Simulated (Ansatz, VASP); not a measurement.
# Au3C: VASP beside Ansatz

```xyz
4
Lattice="2.9402 0.0000 0.0000 -1.4701 2.5463 0.0000 0.0000 0.0000 21.8975" Properties=species:S:1:pos:R:3 pbc="T T T"
Au    1.4701    0.8488    4.0000
Au    0.0000    1.6975    6.4492
Au    0.0000    0.0000    8.8975
C     0.9801   -0.5658   11.5675
```

Alike in both runs: task single point; functional PBE; k mesh 9 × 9 × 1; occupations gaussian, width 0.1 eV; no spin polarisation.

|  | VASP | Ansatz |
| --- | --- | --- |
| version | VASP 6.6.1 | Ansatz 0.2.0 |
| potentials or method | VASP PAW PBE potentials, release 64 (Au, C), cutoff 520 eV | scalar-relativistic, plane waves, PAW |
| valence electrons in the cell | 37 | 61 |

```tsv
	VASP	Ansatz	Ansatz less VASP
gap on the k mesh at the Fermi level (eV)	none	none	-
rms of the force components (eV/Å)	0.413	0.415	+0.0019
work function, face that differs most (eV)	5.25	5.25	-0.003
```

Atom by atom the forces differ by 0.003 eV/Å (rms over components). A gap of «none» marks a metal or a gap that the smearing closes. VASP's potentials hold 37 valence electrons a cell and Ansatz's 61, so a difference there can come from the potentials and not from the codes.

Neither program's run includes spin-orbit coupling.
